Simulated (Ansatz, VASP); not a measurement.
**Two plane-wave programs on TiAl**

Contents of INCAR:

```
PREC = Accurate
ENCUT = 520
EDIFF = 1E-6
ISMEAR = 0
SIGMA = 0.15
LREAL = F
LASPH = T
NELM = 100
ALGO = Fast
ISIF = 2
LWAVE = F
LCHARG = F
GGA = PS
NBANDS = 14
```

The input KPOINTS:

```
regular mesh
0
Gamma
  16 16 16
```

The input POSCAR:

```
TiAl
1.0
    3.3349311781      0.0000000000      0.0000000000
    0.0000000000      3.3349311781      0.0000000000
    0.0000000000      0.0000000000      2.9020571112
Ti Al
1 1
Direct
    0.0000000000      0.0000000000      0.0000000000
    0.5000000000      0.5000000000      0.5000000000
```

Input for Ansatz:

```yaml
crystal:
  lattice:
    - [3.3349311781, 0.0, 0.0]
    - [0.0, 3.3349311781, 0.0]
    - [0.0, 0.0, 2.9020571112]
  atoms:
    - { symbol: Ti, position: [0.0, 0.0, 0.0] }
    - { symbol: Al, position: [0.5, 0.5, 0.5] }
basis:
  ecutwfc: 520.0
kpoints:
  mp_grid: { grid: [16, 16, 16] }
hamiltonian:
  xc: pbesol
  pseudopotentials: { kind: paw, azcp: { folder: soft_1 } }
scf:
  occupations: { method: gaussian, width: 0.15 }
output:
  forces: true
  stress: true
  eigenvalues: true
  write_density: true
  write_potential: true
  elf: true
  volumetric_format: npy
```

Alike in both runs: task single point; functional PBEsol; k mesh 16 × 16 × 16; occupations gaussian, width 0.15 eV; no spin polarisation.

```csv
,VASP,Ansatz
version,VASP 6.6.1,Ansatz 0.2.0
potentials or method,"VASP PAW PBE potentials, release 64 (Ti_sv, Al), cutoff 520 eV","scalar-relativistic, plane waves, PAW"
valence electrons in the cell,15,15
```

Ansatz gave:

| Item | Value |
| --- | --- |
| gap on the k mesh at the Fermi level (eV) | none |
| pressure (GPa) | -2.3 |
| traceless stress, the component that is largest in VASP (GPa) | -0.37 |

Q: Estimate VASP's values.

A: gap on the k mesh at the Fermi level (eV): none; pressure (GPa): -2.2; traceless stress, the component that is largest in VASP (GPa): -0.37.

VASP's potentials were made for PBE, not for PBEsol, and Ansatz warns of the same on its side. A gap of «none» marks a metal or a gap that the smearing closes.
